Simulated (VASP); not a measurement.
# Si6O11 (a cell with a defect) in VASP: further runs

Runs on Si6O11 (a cell with a defect). Level: PBE+D3(BJ). Tasks: single point.

Everything below comes from runs of VASP 6.6.1. Logs are shortened: lines on timing, memory, paths and dates and some standing lists are left out, and cuts for length are marked.

**1. The cell of the first run**

The cell holds a defect, 17 atoms: a = 4.915 Å, b = 5.421 Å, c = 8.513 Å, α = 90.00°, β = 90.00°, γ = 90.00°.

**2. Single point, PBE+D3(BJ) (atom 14 moved 0.375 of the way to it and +0.125 Å across, host rigid)**

INCAR

```
PREC     = Accurate       # precision mode
ENCUT    = 520            # plane-wave cutoff, eV
EDIFF    = 1E-6           # SCF threshold, eV
ISMEAR   = 0              # smearing method
SIGMA    = 0.05           # smearing width, eV
LREAL    = Auto         
LASPH    = True           # aspherical terms in the spheres
NELM     = 60             # most SCF steps
ALGO     = Normal         # electronic algorithm
ISIF     = 2              # what is computed and relaxed
LWAVE    = False          # write WAVECAR
LCHARG   = False          # write CHGCAR
GGA      = PE             # functional
IVDW     = 12             # dispersion correction
NBANDS   = 59             # bands
NELECT   = 88.0
```

KPOINTS

```
regular mesh
0
Gamma
  4 4 2
```

POSCAR

```
Si6O11
1.0
   -2.4573906087      4.2563253884      0.0000000000
    0.0000000000      0.0000000000      5.4210324304
    7.3721718262      4.2563253883      0.0000000000
Si O
6 11
Direct
    0.7669799462      0.6666666667      0.2330200538
    0.2669799462      0.6666666667      0.7330200538
    0.9660401075      0.3333333333      0.5000000000
    0.4660401075      0.3333333333      0.0000000000
    0.2669799462      0.0000000000      0.2669799462
    0.7669799462      0.0000000000      0.7669799462
    0.2730030153      0.2203350802      0.1370425925
    0.7730030153      0.2203350802      0.6370425925
    0.0690623811      0.8870017469      0.7949771961
    0.6579346037      0.5536684135      0.0679802114
    0.1579346037      0.5536684135      0.5679802114
    0.0690623811      0.7796649198      0.2050228039
    0.5690623811      0.7796649198      0.7050228039
    0.3155902032      0.0154457999      0.3926743463
    0.6579346037      0.1129982531      0.9320197886
    0.7730030153      0.4463315865      0.3629574075
    0.2730030153      0.4463315865      0.8629574075
```

Potentials or basis: VASP PAW PBE potentials, release 64 (Si, O).

The run is started by

```sh
$ cat potpaw_PBE.64/Si/POTCAR potpaw_PBE.64/O/POTCAR > POTCAR
$ mpirun -np 1 vasp_std > vasp.out
```

OUTCAR:

```text
PREC = Accurate
   ENCUT = 520
   EDIFF = 1E-6
   ISMEAR = 0
   LREAL = Auto
   LASPH = True
   NELM = 60
   ISIF = 2
   GGA = PE
   IVDW = 12
   NELECT = 88.0
 IVDW          = 12

 ion  position               nearest neighbor table
   1  0.767  0.667  0.233-  12 1.62  10 1.62  16 1.63   5 3.06   5 3.06   3 3.06   4 3.06
   2  0.267  0.667  0.733-  13 1.62  11 1.62  17 1.63   9 1.63   6 3.06   6 3.06   4 3.06   3 3.06

   3  0.966  0.333  0.500-   8 1.62  16 1.62  11 1.63   6 3.06   1 3.06   5 3.06   2 3.06
   4  0.466  0.333  0.000-   7 1.62  17 1.62  15 1.63  10 1.63   5 3.06   2 3.06   6 3.06   1 3.06
[... 4 lines left out ...]
   7  0.273  0.220  0.137-   4 1.62   5 1.63
   8  0.773  0.220  0.637-   3 1.62   6 1.63
   9  0.069  0.887  0.795-   6 1.62   2 1.63
  10  0.658  0.554  0.068-   1 1.62   4 1.63
  11  0.158  0.554  0.568-   2 1.62   3 1.63
  12  0.069  0.780  0.205-   1 1.62   5 1.63
  13  0.569  0.780  0.705-   2 1.62   6 1.63
  14  0.316  0.015  0.393-   5 1.10
  15  0.658  0.113  0.932-   6 1.62   4 1.63
  16  0.773  0.446  0.363-   3 1.62   1 1.63
  17  0.273  0.446  0.863-   4 1.62   2 1.63

 -----------------------------------------------------------------------------
|                                                                             |
|           W    W    AA    RRRRR   N    N  II  N    N   GGGG   !!!           |
|           W    W   A  A   R    R  NN   N  II  NN   N  G    G  !!!           |
|           W    W  A    A  R    R  N N  N  II  N N  N  G       !!!           |
|           W WW W  AAAAAA  RRRRR   N  N N  II  N  N N  G  GGG   !            |
|           WW  WW  A    A  R   R   N   NN  II  N   NN  G    G                |
|           W    W  A    A  R    R  N    N  II  N    N   GGGG   !!!           |
|                                                                             |
|     The distance between some ions is very small. Please check the          |
|     nearest-neighbor list in the OUTCAR file.                               |
|     I HOPE YOU KNOW WHAT YOU ARE DOING!                                     |
|                                                                             |
 -----------------------------------------------------------------------------

  LATTYP: Found a simple orthorhombic cell.
 ALAT       =     4.9147812175
 B/A-ratio  =     1.1030058492
 C/A-ratio  =     1.7320508076

  Lattice vectors:

 A1 = (  -2.4573906087,   4.2563253884,   0.0000000000)
 A2 = (   0.0000000000,   0.0000000000,   5.4210324304)
 A3 = (   7.3721718262,   4.2563253883,   0.0000000000)

Analysis of symmetry for initial positions (statically):
=====================================================================
 Subroutine PRICEL returns:
 Original cell was already a primitive cell.

 Routine SETGRP: Setting up the symmetry group for a
 simple orthorhombic supercell.

 Subroutine GETGRP returns: Found  1 space group operations
 (whereof  1 operations were pure point group operations)
 out of a pool of  8 trial point group operations.

The static configuration has the point symmetry C_1 .

Analysis of symmetry for dynamics (positions and initial velocities):
=====================================================================
 Subroutine PRICEL returns:
 Original cell was already a primitive cell.

 Routine SETGRP: Setting up the symmetry group for a
 simple orthorhombic supercell.

 Subroutine GETGRP returns: Found  1 space group operations
 (whereof  1 operations were pure point group operations)
 out of a pool of  8 trial point group operations.

The dynamic configuration has the point symmetry C_1 .

 Subroutine INISYM returns: Found  1 space group operations
 (whereof  1 operations are pure point group operations),
 and found     1 'primitive' translations

----------------------------------------------------------------------------------------

                                     Primitive cell

  volume of cell :     226.8042

  direct lattice vectors                    reciprocal lattice vectors
    -2.457390609  4.256325388  0.000000000    -0.101733928  0.176208333  0.000000000
     0.000000000  0.000000000  5.421032430     0.000000000  0.000000000  0.184466707
     7.372171826  4.256325388  0.000000000     0.101733928  0.058736111  0.000000000

  length of vectors
     4.914781217  5.421032430  8.512650777     0.203467857  0.184466707  0.117472222

  position of ions in fractional coordinates (direct lattice)
[... 44 lines left out ...]
 generate k-points for:    4    4    2

 Generating k-lattice:

  Cartesian coordinates                     Fractional coordinates (reciprocal lattice)
    -0.025433482  0.044052083  0.000000000     0.250000000  0.000000000 -0.000000000
     0.000000000  0.000000000  0.046116677     0.000000000  0.250000000  0.000000000
     0.050866964  0.029368055  0.000000000     0.000000000  0.000000000  0.500000000

  Length of vectors
     0.050866964  0.046116677  0.058736111

  Shift w.r.t. Gamma in fractional coordinates (k-lattice)
     0.000000000  0.000000000  0.000000000

 Subroutine IBZKPT returns following result:
 ===========================================

 Found     20 irreducible k-points:

 Following reciprocal coordinates:
            Coordinates               Weight
  0.000000  0.000000  0.000000      1.000000
  0.250000  0.000000 -0.000000      2.000000
  0.500000  0.000000 -0.000000      1.000000
  0.000000  0.250000  0.000000      2.000000
  0.250000  0.250000 -0.000000      2.000000
  0.250000 -0.250000 -0.000000      2.000000
[... 12 lines left out ...]
  0.250000  0.500000  0.500000      2.000000
  0.500000  0.500000  0.500000      1.000000
   k-points           NKPTS =     20   k-points in BZ     NKDIM =     20   number of bands    NBANDS=     59
   number of dos      NEDOS =    301   number of ions     NIONS =     17
   total plane-waves  NPLWV = 102400
   dimension x,y,z NGX =    40 NGY =   40 NGZ =   64
   dimension x,y,z NGXF=    80 NGYF=   80 NGZF=  128
   ions per type =               6  11
   NGX,Y,Z   is equivalent  to a cutoff of  13.53, 12.27, 12.50 a.u.
   NGXF,Y,Z  is equivalent  to a cutoff of  27.06, 24.53, 25.00 a.u.
 SYSTEM =  unknown system
   PREC   = accura    normal or accurate (medium, high low for compatibility)
   ISTART =      0    job   : 0-new  1-cont  2-samecut
   ICHARG =      2    charge: 1-file 2-atom 10-const
   ISPIN  =      1    spin polarized calculation?
   LNONCOLLINEAR =      F non collinear calculations
   LSORBIT =      F    spin-orbit coupling
   LASPH  =      T    aspherical Exc in radial PAW
   ENCUT  =  520.0 eV  38.22 Ry    6.18 a.u.   9.14 10.08 15.83*2*pi/ulx,y,z
   NELM   =     60;   NELMIN=  2; NELMDL= -5     # of ELM steps
   EDIFF  = 0.1E-05   stopping-criterion for ELM
   LREAL  =      T    real-space projection
   EDIFFG = 0.1E-04   stopping-criterion for IOM
   NSW    =      0    number of steps for IOM
   IBRION =     -1    ionic relax: 0-MD 1-quasi-New 2-CG
   NFREE  =      0    steps in history (QN), initial steepest desc. (CG)
   ISIF   =      2    stress and relaxation
   ISYM   =      2    0-nonsym 1-usesym 2-fastsym
   POTIM  = 0.5000    time-step for ionic-motion
   TEBEG  =    0.0;   TEEND  =   0.0 temperature during run
   PSTRESS=    0.0 pullay stress
   NELECT =      88.0000    total number of electrons
   NUPDOWN=      -1.0000    fix difference up-down
   EMIN   =  10.00;   EMAX   =-10.00  energy-range for DOS
   EFERMI =   0.00;   METHOD = LEGACY
   ISMEAR =     0;   SIGMA  =   0.05  broadening in eV -4-tet -1-fermi 0-gaus
   EFERMI_NEDOS =   21; number of points for ismear=-14 and -15
   IALGO  =     38    algorithm
   IMIX   =      4    mixing-type and parameters
     AMIX     =   0.40;   BMIX     =  1.00
     AMIX_MAG =   1.60;   BMIX_MAG =  1.00
  volume/ion in A,a.u.               =      13.34        90.03
  Fermi-wavevector in a.u.,A,eV,Ry     =   1.194040  2.256408 19.398241  1.425730
  Thomas-Fermi vector in A             =   2.330039
   LORBIT       =      0    0 simple, 1 ext, 2 COOP (PROOUT), +10 PAW based schemes
   GGA     = PE    functional components
   LHFCALC =     F    Hartree Fock is set to
   AEXX    =    0.0000 exact exchange contribution
   IVDW    =    12    specifies the selected vdW correction
   LEPSILON=     F    determine dielectric tensor
   LRPA    =     F    only Hartree local field effects (RPA)
 non-spin polarized calculation
 Gauss-broadening in eV      SIGMA  =   0.05
  energy-cutoff  :      520.00
  volume of cell :      226.80
 maximum number of plane-waves:      6164
 NGX is ok and might be reduce to    40
   NGX = 19   NGY = 21   NGZ = 31

 number of electron      88.0000029 magnetization

 Free energy of the ion-electron system (eV)
  ---------------------------------------------------
  ext. energy  EPLUGINS =         0.00000000
  ---------------------------------------------------
  free energy    TOTEN  =      -120.48880137 eV

  energy without entropy =     -120.48116304  energy(sigma->0) =     -120.48498221

 E-fermi :   1.3273     XC(G=0):  -8.8714

 val. band max:        1.3169660083   @ k =   0.0000   0.5000   0.5000
 cond. band min:       1.3753050240   @ k =   0.0000   0.2500   0.0000
 fundamental gap:      0.0583390157
 Fermi energy:         1.3273291363

 k-point     1 :       0.0000    0.0000    0.0000
  band No.  band energies     occupation
      1     -18.8781      2.00000
      2     -18.2601      2.00000
      3     -17.7891      2.00000
      4     -17.7386      2.00000
      5     -17.3488      2.00000
      6     -16.8590      2.00000
[... 1169 lines left out ...]
     55      10.9313      0.00000
     56      11.2620      0.00000
 [bands above 56 left out]

------------------------ aborting loop because EDIFF is reached ----------------------------------------

 Edisp (eV)   -2.43384

 E8    (eV) :    -0.8344

  FORCE on cell =-STRESS in cart. coord.  units (eV):
  Direction    XX          YY          ZZ          XY          YZ          ZX
  --------------------------------------------------------------------------------------
  -------------------------------------------------------------------------------------
  Total      24.64578    21.71234   -17.79749    43.61945     7.30419     1.82963
  in kB     174.10135   153.37913  -125.72400   308.13409    51.59786    12.92476
  external pressure =       67.25 kB  Pullay stress =        0.00 kB

 VOLUME and BASIS-vectors are now :
 -----------------------------------------------------------------------------
  energy-cutoff  :      520.00
  volume of cell :      226.80
      direct lattice vectors                 reciprocal lattice vectors
    -2.457390609  4.256325388  0.000000000    -0.101733928  0.176208333  0.000000000
     0.000000000  0.000000000  5.421032430     0.000000000  0.000000000  0.184466707
     7.372171826  4.256325388  0.000000000     0.101733928  0.058736111  0.000000000

 POSITION                                       TOTAL-FORCE (eV/Angst)
 -----------------------------------------------------------------------------------
     -0.16691      4.25633      3.61402        -2.834347      1.096608     -2.629681
      4.74788      4.25633      3.61402         0.710442      0.928433      0.266588
      1.31215      6.23994      1.80701         3.030390      1.216793      2.340699
     -1.14524      1.98362      1.80701        -1.090318     -1.845783     -0.760907
      1.31215      2.27271      0.00000       -54.944998    -51.479208     -4.528670
      3.76954      6.52903      0.00000         0.562324      0.418515     -1.150783
[... 9 lines left out ...]
      0.77621      4.83502      2.41958        -0.181220     -0.213408     -0.316737
      5.69100      4.83502      2.41958         0.158665      0.210966     -0.067472
 -----------------------------------------------------------------------------------
    total drift:                                0.005017     -0.002188     -0.003456

  FREE ENERGIE OF THE ION-ELECTRON SYSTEM (eV)
  ---------------------------------------------------
  free  energy   TOTEN  =      -122.9226400116 eV

  energy  without entropy=     -122.9150016889  energy(sigma->0) =     -122.91882085
```

Run time: 3 min. Hardware: 1 thread of Intel Xeon 6975P-C (Granite Rapids), shared host; peak memory 0.37 GiB.

What came out:

| Item | Value |
| --- | --- |
| Free energy | -122.9226 eV |
| Largest force | 75.674 eV/Å |
| Dispersion energy per atom | -0.143 eV |

Forces on the atoms (eV/Å):
```
Si   -2.834   1.097  -2.630
Si    0.710   0.928   0.267
Si    3.030   1.217   2.341
Si   -1.090  -1.846  -0.761
Si  -54.945 -51.479  -4.529
Si    0.562   0.419  -1.151
O     0.637   0.425  -0.806
O    -2.139  -0.084   0.162
O    -0.216  -0.110   0.001
O     1.085   1.117   1.742
O    -1.316  -1.317  -1.556
O     0.455  -1.362  -0.021
O    -0.198   0.049   0.074
O    55.772  50.690   6.828
O     0.510   0.257   0.423
O    -0.181  -0.213  -0.317
O     0.159   0.211  -0.067
```

Levels at points of the mesh, in eV from the Fermi level:
| k point | band 42 | band 43 | band 44 | band 45 | band 46 | band 47 |
| --- | --- | --- | --- | --- | --- | --- |
| (0.00, 0.00, 0.00) | -0.71 | -0.57 | -0.18 | -0.03 | 2.70 | 5.77 |
| (0.50, 0.00, 0.00) | -0.75 | -0.26 | -0.14 | 0.89 | 2.18 | 5.05 |
| (0.00, 0.50, 0.00) | -0.62 | -0.48 | -0.02 | 0.32 | 2.20 | 6.01 |
| (0.50, 0.50, 0.00) | -0.64 | -0.61 | -0.52 | 0.64 | 2.64 | 4.95 |
| (0.00, 0.00, 0.50) | -0.68 | -0.48 | -0.16 | -0.03 | 2.65 | 5.76 |
| (0.50, 0.00, 0.50) | -0.74 | -0.27 | -0.14 | 0.91 | 2.15 | 5.05 |
| (0.00, 0.50, 0.50) | -0.62 | -0.50 | -0.01 | 0.32 | 2.22 | 5.97 |
| (0.50, 0.50, 0.50) | -0.64 | -0.54 | -0.46 | 0.56 | 2.66 | 4.96 |

Caveat: the k points lie up to 0.37 Å⁻¹ apart; the cell carries a net charge on a neutralising background, which shifts energy and pressure; the cell differs from its parent crystal (atom 14 moved 0.375 of the way to it and +0.125 Å across, host rigid); the cell is charged against a uniform background, so pressure and absolute levels hang on convention.

**3. Single point, PBE+D3(BJ) (atom 14 moved 0.000 of the way to it and -0.375 Å across, host rigid)**

INCAR

```
SYSTEM = Si6O11
ALGO = Normal
EDIFF = 1E-6
ENCUT = 520
GGA = PE
ISIF = 2
ISMEAR = 0
IVDW = 12
LASPH = .TRUE.
LCHARG = .FALSE.
LREAL = Auto
LWAVE = .FALSE.
NBANDS = 59
NELECT = 88.0
NELM = 80
PREC = Accurate
SIGMA = 0.05
```

KPOINTS

```
k-points
0
G
  4 4 2
  0 0 0
```

POSCAR, as its differences from that of step 2:

```diff
@@ -21,3 +21,3 @@
     0.5690623811      0.7796649198      0.7050228039
-    0.3155902032      0.0154457999      0.3926743463
+    0.1474865546      0.1514095433      0.3958831991
     0.6579346037      0.1129982531      0.9320197886
```

Potentials or basis: VASP PAW PBE potentials, release 64 (Si, O).

The run is started by

```sh
$ cat potpaw_PBE.64/Si/POTCAR potpaw_PBE.64/O/POTCAR > POTCAR
$ mpirun -np 1 vasp_std > vasp.out
```

Wall time 4.3 min (1 thread of Intel Xeon 6975P-C (Granite Rapids), shared host); peak memory 0.37 GiB.

The run converged. Its results:

- Free energy: -135.9931 eV
- Largest force: 4.911 eV/Å
- Dispersion energy per atom: -0.142 eV

Forces in eV/Å, atoms in the order of the input:
```
Si  -1.051  0.446 -2.574
Si   0.104 -0.135 -0.226
Si   1.548  0.786  1.449
Si  -0.925 -0.935 -0.581
Si  -3.632 -2.266 -0.759
Si   0.052  0.162 -0.002
O   -0.998  0.601 -0.677
O   -0.689 -0.044 -0.164
O   -0.014  0.138  0.043
O    0.602  0.705  1.338
O   -0.203 -0.166 -0.135
O    0.180  0.290  0.238
O   -0.186  0.013  0.095
O    4.585  1.708  0.416
O    0.424  0.189  0.246
O   -0.031 -1.614  1.353
O    0.234  0.121 -0.060
```

Levels at points of the mesh, in eV from the Fermi level:
| k point | band 40 | band 41 | band 42 | band 43 | band 44 | band 45 | band 46 | band 47 | band 48 | band 49 |
| --- | --- | --- | --- | --- | --- | --- | --- | --- | --- | --- |
| (0.00, 0.00, 0.00) | -0.84 | -0.70 | -0.56 | -0.35 | -0.18 | -0.03 | 4.69 | 6.50 | 6.86 | 7.31 |
| (0.50, 0.00, 0.00) | -0.74 | -0.58 | -0.51 | -0.04 | -0.02 | 0.66 | 3.59 | 6.78 | 6.92 | 8.31 |
| (0.00, 0.50, 0.00) | -0.91 | -0.83 | -0.28 | -0.25 | -0.01 | 0.08 | 4.23 | 7.01 | 7.22 | 8.46 |
| (0.50, 0.50, 0.00) | -0.73 | -0.57 | -0.49 | -0.48 | -0.36 | 0.42 | 3.89 | 6.63 | 7.20 | 8.71 |
| (0.00, 0.00, 0.50) | -0.77 | -0.72 | -0.51 | -0.32 | -0.17 | -0.02 | 4.68 | 6.25 | 7.26 | 7.81 |
| (0.50, 0.00, 0.50) | -0.78 | -0.52 | -0.47 | -0.04 | -0.04 | 0.66 | 3.61 | 6.67 | 6.90 | 8.26 |
| (0.00, 0.50, 0.50) | -0.90 | -0.71 | -0.44 | -0.30 | -0.03 | 0.12 | 4.24 | 7.09 | 7.25 | 8.40 |
| (0.50, 0.50, 0.50) | -0.78 | -0.58 | -0.52 | -0.28 | -0.26 | 0.37 | 3.88 | 6.66 | 7.19 | 8.72 |

Caveat: the k points lie up to 0.37 Å⁻¹ apart; the cell carries a net charge on a neutralising background, which shifts energy and pressure; the cell differs from its parent crystal (atom 14 moved 0.000 of the way to it and -0.375 Å across, host rigid); the cell is charged against a uniform background, so pressure and absolute levels hang on convention.

(Continued in part 2 of 2.)
